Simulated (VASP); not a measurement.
# MgS (Fm-3m) in VASP: further runs

MgS is run at these levels: PBE; tasks: single point.

Program: VASP 6.6.1. These are calculated values, not measurements. Logs are shortened: lines on timing, memory, paths and dates and some standing lists are left out, and cuts for length are marked.

**1. The cell of the first run**

It takes space group Fm-3m (No. 225, cubic). Conventional cell: a = 5.209 Å, b = 5.209 Å, c = 5.209 Å, α = 90.00°, β = 90.00°, γ = 90.00°. Within 3.4 Å of Mg (site symmetry m-3m) lie 6 S at 2.60 Å. S (site symmetry m-3m) has 6 Mg at 2.60 Å within 3.4 Å.

**2. Single point, PBE**

INCAR

```
ALGO = Normal ; EDIFF = 1E-6
ENCUT = 600 ; GGA = PE
GGA_COMPAT = F ; ISIF = 2
ISMEAR = 0 ; LASPH = T
LCHARG = F ; LREAL = F
LWAVE = F ; NBANDS = 11
NELM = 120 ; PREC = Accurate
SIGMA = 0.01
```

KPOINTS

```
k-points
0
Gamma
  6 6 6
```

POSCAR

```
MgS
1.0
    0.0000000000      2.6043975556      2.6043975556
    2.6043975556      0.0000000000      2.6043975556
    2.6043975556      2.6043975556      0.0000000000
Mg S
1 1
Direct
    0.0000000000      0.0000000000      0.0000000000
    0.5000000000      0.5000000000      0.5000000000
```

Potentials or basis: VASP PAW PBE potentials, release 64 (Mg, S).

Run with:

```sh
cat potpaw_PBE.64/Mg/POTCAR potpaw_PBE.64/S/POTCAR > POTCAR
mpirun -np 1 vasp_std > vasp.out
```

OUTCAR:

```text
EDIFF = 1E-6
   ENCUT = 600
   GGA = PE
   ISIF = 2
   ISMEAR = 0
   LASPH = T
   LREAL = F
   NELM = 120
   PREC = Accurate

 ion  position               nearest neighbor table
   1  0.000  0.000  0.000-   2 2.60   2 2.60   2 2.60   2 2.60   2 2.60   2 2.60
   2  0.500  0.500  0.500-   1 2.60   1 2.60   1 2.60   1 2.60   1 2.60   1 2.60

  LATTYP: Found a face centered cubic cell.
 ALAT       =     5.2087951112

  Lattice vectors:

 A1 = (   0.0000000000,   2.6043975556,   2.6043975556)
 A2 = (   2.6043975556,   0.0000000000,   2.6043975556)
 A3 = (   2.6043975556,   2.6043975556,   0.0000000000)

Analysis of symmetry for initial positions (statically):
=====================================================================
 Subroutine PRICEL returns:
 Original cell was already a primitive cell.

 Routine SETGRP: Setting up the symmetry group for a
 face centered cubic supercell.

 Subroutine GETGRP returns: Found 48 space group operations
 (whereof 48 operations were pure point group operations)
 out of a pool of 48 trial point group operations.

The static configuration has the point symmetry O_h .

Analysis of symmetry for dynamics (positions and initial velocities):
=====================================================================
 Subroutine PRICEL returns:
 Original cell was already a primitive cell.

 Routine SETGRP: Setting up the symmetry group for a
 face centered cubic supercell.

 Subroutine GETGRP returns: Found 48 space group operations
 (whereof 48 operations were pure point group operations)
 out of a pool of 48 trial point group operations.

The dynamic configuration has the point symmetry O_h .

 Subroutine INISYM returns: Found 48 space group operations
 (whereof 48 operations are pure point group operations),
 and found     1 'primitive' translations

----------------------------------------------------------------------------------------

                                     Primitive cell

  volume of cell :      35.3307

  direct lattice vectors                    reciprocal lattice vectors
     0.000000000  2.604397556  2.604397556    -0.191982979  0.191982979  0.191982979
     2.604397556  0.000000000  2.604397556     0.191982979 -0.191982979  0.191982979
     2.604397556  2.604397556  0.000000000     0.191982979  0.191982979 -0.191982979

  length of vectors
     3.683174345  3.683174345  3.683174345     0.332524273  0.332524273  0.332524273

  position of ions in fractional coordinates (direct lattice)
     0.000000000  0.000000000  0.000000000
     0.500000000  0.500000000  0.500000000

  ion indices of the primitive-cell ions
   primitive index   ion index
                 1           1
                 2           2

----------------------------------------------------------------------------------------

 KPOINTS: k-points

Automatic generation of k-mesh.
 Grid dimensions read from file:
 generate k-points for:    6    6    6

 Generating k-lattice:

  Cartesian coordinates                     Fractional coordinates (reciprocal lattice)
    -0.031997163  0.031997163  0.031997163     0.166666667  0.000000000  0.000000000
     0.031997163 -0.031997163  0.031997163     0.000000000  0.166666667  0.000000000
     0.031997163  0.031997163 -0.031997163     0.000000000  0.000000000  0.166666667

  Length of vectors
     0.055420712  0.055420712  0.055420712

  Shift w.r.t. Gamma in fractional coordinates (k-lattice)
     0.000000000  0.000000000  0.000000000

 Subroutine IBZKPT returns following result:
 ===========================================

 Found     16 irreducible k-points:

 Following reciprocal coordinates:
            Coordinates               Weight
  0.000000  0.000000  0.000000      1.000000
  0.166667  0.000000  0.000000      8.000000
  0.333333  0.000000  0.000000      8.000000
  0.500000  0.000000  0.000000      4.000000
  0.166667  0.166667  0.000000      6.000000
  0.333333  0.166667  0.000000     24.000000
[... 8 lines left out ...]
 -0.333333  0.333333  0.166667     24.000000
 -0.333333  0.500000  0.166667     12.000000
   k-points           NKPTS =     16   k-points in BZ     NKDIM =     16   number of bands    NBANDS=     11
   number of dos      NEDOS =    301   number of ions     NIONS =      2
   total plane-waves  NPLWV =  27000
   dimension x,y,z NGX =    30 NGY =   30 NGZ =   30
   dimension x,y,z NGXF=    60 NGYF=   60 NGZF=   60
   ions per type =               1   1
   NGX,Y,Z   is equivalent  to a cutoff of  13.54, 13.54, 13.54 a.u.
   NGXF,Y,Z  is equivalent  to a cutoff of  27.08, 27.08, 27.08 a.u.
 SYSTEM =  unknown system
   PREC   = accura    normal or accurate (medium, high low for compatibility)
   ISTART =      0    job   : 0-new  1-cont  2-samecut
   ICHARG =      2    charge: 1-file 2-atom 10-const
   ISPIN  =      1    spin polarized calculation?
   LNONCOLLINEAR =      F non collinear calculations
   LSORBIT =      F    spin-orbit coupling
   LASPH  =      T    aspherical Exc in radial PAW
   ENCUT  =  600.0 eV  44.10 Ry    6.64 a.u.   7.36  7.36  7.36*2*pi/ulx,y,z
   NELM   =    120;   NELMIN=  2; NELMDL= -5     # of ELM steps
   EDIFF  = 0.1E-05   stopping-criterion for ELM
   LREAL  =      F    real-space projection
   EDIFFG = 0.1E-04   stopping-criterion for IOM
   NSW    =      0    number of steps for IOM
   IBRION =     -1    ionic relax: 0-MD 1-quasi-New 2-CG
   NFREE  =      0    steps in history (QN), initial steepest desc. (CG)
   ISIF   =      2    stress and relaxation
   ISYM   =      2    0-nonsym 1-usesym 2-fastsym
   POTIM  = 0.5000    time-step for ionic-motion
   TEBEG  =    0.0;   TEEND  =   0.0 temperature during run
   PSTRESS=    0.0 pullay stress
   NELECT =       8.0000    total number of electrons
   NUPDOWN=      -1.0000    fix difference up-down
   EMIN   =  10.00;   EMAX   =-10.00  energy-range for DOS
   EFERMI =   0.00;   METHOD = LEGACY
   ISMEAR =     0;   SIGMA  =   0.01  broadening in eV -4-tet -1-fermi 0-gaus
   EFERMI_NEDOS =   21; number of points for ismear=-14 and -15
   IALGO  =     38    algorithm
   IMIX   =      4    mixing-type and parameters
     AMIX     =   0.40;   BMIX     =  1.00
     AMIX_MAG =   1.60;   BMIX_MAG =  1.00
  volume/ion in A,a.u.               =      17.67       119.21
  Fermi-wavevector in a.u.,A,eV,Ry     =   0.997825  1.885615 13.546695  0.995654
  Thomas-Fermi vector in A             =   2.130007
   LORBIT       =      0    0 simple, 1 ext, 2 COOP (PROOUT), +10 PAW based schemes
   GGA     = PE    functional components
   LHFCALC =     F    Hartree Fock is set to
   AEXX    =    0.0000 exact exchange contribution
   IVDW    =     0    specifies the selected vdW correction
   LEPSILON=     F    determine dielectric tensor
   LRPA    =     F    only Hartree local field effects (RPA)
 non-spin polarized calculation
 Gauss-broadening in eV      SIGMA  =   0.01
  energy-cutoff  :      600.00
  volume of cell :       35.33
 maximum number of plane-waves:      1243
 NGX is ok and might be reduce to    30
   NGX = 15   NGY = 15   NGZ = 15

 number of electron       7.9999999 magnetization

 Free energy of the ion-electron system (eV)
  ---------------------------------------------------
  ext. energy  EPLUGINS =         0.00000000
  ---------------------------------------------------
  free energy    TOTEN  =        -8.50013702 eV

  energy without entropy =       -8.50013702  energy(sigma->0) =       -8.50013702

 E-fermi :   3.7713     XC(G=0):  -9.6745

 val. band max:        3.6991277152   @ k =   0.0000   0.0000   0.0000
 cond. band min:       6.4656484938   @ k =   0.5000   0.5000   0.0000
 fundamental gap:      2.7665207786
 Fermi energy:         3.7712557601

 k-point     1 :       0.0000    0.0000    0.0000
  band No.  band energies     occupation
      1      -8.9496      2.00000
      2       3.6991      2.00000
      3       3.6991      2.00000
      4       3.6991      2.00000
      5       7.3835      0.00000
      6      11.6541      0.00000
      7      11.6541      0.00000
      8      11.6541      0.00000
      9      14.0434      0.00000
     10      14.0434      0.00000
     11      16.2287      0.00000

 k-point     2 :       0.1667    0.0000    0.0000
  band No.  band energies     occupation
      1      -8.6873      2.00000
      2       2.0745      2.00000
      3       3.5316      2.00000
      4       3.5316      2.00000
      5       8.4862      0.00000
      6      11.3509      0.00000
      7      11.9118      0.00000
      8      11.9118      0.00000
      9      13.3411      0.00000
     10      13.3411      0.00000
     11      16.1075      0.00000

 k-point     3 :       0.3333    0.0000    0.0000
  band No.  band energies     occupation
      1      -8.0549      2.00000
      2      -0.1288      2.00000
      3       3.2414      2.00000
      4       3.2414      2.00000
      5       8.4746      0.00000
      6      11.0330      0.00000
      7      11.0330      0.00000
      8      13.0145      0.00000
      9      15.2038      0.00000
     10      15.2038      0.00000
     11      15.2385      0.00000

 k-point     4 :       0.5000    0.0000    0.0000
  band No.  band energies     occupation
      1      -7.6520      2.00000
      2      -1.1136      2.00000
      3       3.1135      2.00000
      4       3.1135      2.00000
      5       8.2418      0.00000
      6      10.6011      0.00000
      7      10.6011      0.00000
      8      13.7769      0.00000
      9      15.8351      0.00000
     10      18.0727      0.00000
     11      18.0727      0.00000
[... 127 lines left out ...]
 k-point    14 :       0.5000    0.3333    0.1667
  band No.  band energies     occupation
      1      -7.6248      2.00000
      2       0.0261      2.00000
      3       1.5185      2.00000
      4       2.4732      2.00000
      5       8.9726      0.00000
      6      10.3221      0.00000
      7      11.0048      0.00000
      8      13.5157      0.00000
      9      15.2360      0.00000
     10      18.5128      0.00000
     11      18.9903      0.00000

 k-point    15 :      -0.3333    0.3333    0.1667
  band No.  band energies     occupation
      1      -7.3516      2.00000
      2      -0.2089      2.00000
      3       0.9992      2.00000
      4       2.1214      2.00000
      5       9.0127      0.00000
      6      10.4108      0.00000
      7      12.3759      0.00000
      8      12.6114      0.00000
      9      15.9160      0.00000
     10      17.5669      0.00000
     11      19.3868      0.00000

 k-point    16 :      -0.3333    0.5000    0.1667
  band No.  band energies     occupation
      1      -7.2500      2.00000
      2      -0.0358      2.00000
      3       1.1314      2.00000
      4       1.4947      2.00000
      5       8.0959      0.00000
      6       9.9239      0.00000
      7      12.8419      0.00000
      8      13.4864      0.00000
      9      17.4688      0.00000
     10      18.7091      0.00000
     11      19.1384      0.00000

------------------------ aborting loop because EDIFF is reached ----------------------------------------

  FORCE on cell =-STRESS in cart. coord.  units (eV):
  Direction    XX          YY          ZZ          XY          YZ          ZX
  --------------------------------------------------------------------------------------
  -------------------------------------------------------------------------------------
  Total        0.1461429      0.1461429      0.1461429     -0.0000000      0.0000000      0.0000000
  in kB        6.6272969      6.6272969      6.6272969     -0.0000000      0.0000000      0.0000000
  external PRESSURE =       6.6272969 kB  Pullay stress =       0.0000000 kB

 VOLUME and BASIS-vectors are now :
 -----------------------------------------------------------------------------
  energy-cutoff  :      600.00
  volume of cell :       35.33
      direct lattice vectors                 reciprocal lattice vectors
     0.000000000  2.604397556  2.604397556    -0.191982979  0.191982979  0.191982979
     2.604397556  0.000000000  2.604397556     0.191982979 -0.191982979  0.191982979
     2.604397556  2.604397556  0.000000000     0.191982979  0.191982979 -0.191982979

 POSITION                                       TOTAL-FORCE (eV/Angst)
 -----------------------------------------------------------------------------------
      0.00000      0.00000      0.00000        -0.000000     -0.000000      0.000000
      2.60440      2.60440      2.60440         0.000000      0.000000     -0.000000
 -----------------------------------------------------------------------------------
    total drift:                               -0.000000     -0.000000      0.000000

  FREE ENERGIE OF THE ION-ELECTRON SYSTEM (eV)
  ---------------------------------------------------
  free  energy   TOTEN  =        -8.5001370200 eV

  energy  without entropy=       -8.5001370200  energy(sigma->0) =       -8.50013702
```

Run time: 7.7 s. Hardware: 1 thread of AMD EPYC 7R43 (Zen 3), shared host; peak memory 0.13 GiB.

What came out:

```yaml
Free_energy: -8.5001 eV
Pressure: 0.7 GPa
Band_gap_on_the_k_mesh: 2.77 eV (least direct gap 3.68 eV)
```

Levels at points of the mesh, in eV from the valence-band top:
| k point | band 2 | band 3 | band 4 | band 5 | band 6 | band 7 |
| --- | --- | --- | --- | --- | --- | --- |
| (0.00, 0.00, 0.00) | 0.00 | 0.00 | 0.00 | 3.68 | 7.96 | 7.96 |
| (0.50, 0.00, 0.00) | -4.81 | -0.59 | -0.59 | 4.54 | 6.90 | 6.90 |
| (0.50, 0.50, 0.00) | -4.18 | -1.68 | -1.68 | 2.77 | 4.40 | 11.97 |

A k mesh can miss the band edges.

**3. Single point, PBE**

INCAR

```
ALGO = Normal
EDIFF = 1E-6
ENCUT = 600
GGA = PE
GGA_COMPAT = F
ISIF = 2
ISMEAR = -4
LASPH = T
LCHARG = T
LELF = T
LREAL = F
LVHAR = T
LWAVE = F
NBANDS = 11
NELM = 120
PREC = Accurate
SIGMA = 0.1
```

KPOINTS is that of step 2.

POSCAR is that of step 2.

Potentials or basis: VASP PAW PBE potentials, release 64 (Mg, S).

Run with:

```sh
cat potpaw_PBE.64/Mg/POTCAR potpaw_PBE.64/S/POTCAR > POTCAR
mpirun -np 1 vasp_std > vasp.out
```

Run time: 8.5 s. Hardware: 1 thread of AMD EPYC 7R43 (Zen 3), shared host; peak memory 0.13 GiB.

The run converged. Its results:

```
Free energy            : -8.5001 eV
Pressure               : 0.7 GPa
Band gap on the k mesh : 2.77 eV (least direct gap 3.68 eV)
```

Levels at points of the mesh, in eV from the valence-band top:
```
           k point  band 2  band 3  band 4  band 5  band 6  band 7
(0.00, 0.00, 0.00)    0.00    0.00    0.00    3.68    7.96    7.96
(0.50, 0.00, 0.00)   -4.81   -0.59   -0.59    4.54    6.90    6.90
(0.50, 0.50, 0.00)   -4.18   -1.68   -1.68    2.77    4.40   11.97
```

**4. Single point, PBE**

INCAR

```
SYSTEM = MgS
PREC = Accurate
ENCUT = 600
EDIFF = 1E-6
ISMEAR = 0
SIGMA = 0.1
LREAL = .FALSE.
LASPH = .TRUE.
NELM = 120
ALGO = Normal
ISIF = 2
LWAVE = .FALSE.
LCHARG = .FALSE.
GGA = PE
NBANDS = 11
GGA_COMPAT = .FALSE.
```

KPOINTS

```
regular mesh
0
G
  6 6 6
  0 0 0
```

POSCAR

```
MgS
1.0
    0.0000000000      2.6043975556      2.6043975556
    2.6043975556      0.0000000000      2.6043975556
    2.6043975556      2.6043975556      0.0000000000
Mg S
1 1
Direct
    0.6060000000      0.8760000000      0.0010000000
    1.1060000000      1.3760000000      0.5010000000
```

Run with:

```sh
cat potpaw_PBE.64/Mg/POTCAR potpaw_PBE.64/S/POTCAR > POTCAR
mpirun -np 1 vasp_std > vasp.out
```

Run time: 8.3 s. Hardware: 1 thread of AMD EPYC 7R43 (Zen 3), shared host; peak memory 0.13 GiB.

It converged, with:

```
Free energy            : -8.5001 eV
Pressure               : 0.7 GPa
Band gap on the k mesh : 2.77 eV (least direct gap 3.68 eV)
```

Levels at points of the mesh, in eV from the valence-band top:
```
           k point  band 1  band 2  band 3  band 4  band 5  band 6  band 7  band 8
(0.00, 0.00, 0.00)  -12.65    0.00    0.00    0.00    3.68    7.96    7.96    7.96
(0.50, 0.00, 0.00)  -11.35   -4.81   -0.59   -0.59    4.54    6.90    6.90   10.08
(0.50, 0.50, 0.00)  -10.98   -4.18   -1.68   -1.68    2.77    4.40   11.97   12.81
```

**5. Overview**

| smearing | gap on the mesh (eV) | pressure (GPa) |
| --- | --- | --- |
| gaussian 0.01 eV | 2.77 | 0.7 |
| tetrahedron | 2.77 | 0.7 |
| gaussian 0.1 eV | 2.77 | 0.7 |

Alike in all rows: task single point; level PBE; potentials or basis VASP PAW PBE potentials, release 64 (Mg, S); no spin polarisation; cell as given; k mesh 6 × 6 × 6; cutoff (eV) 600.

Total energies depend on the potentials used, so only differences within one code and one set of settings carry meaning.
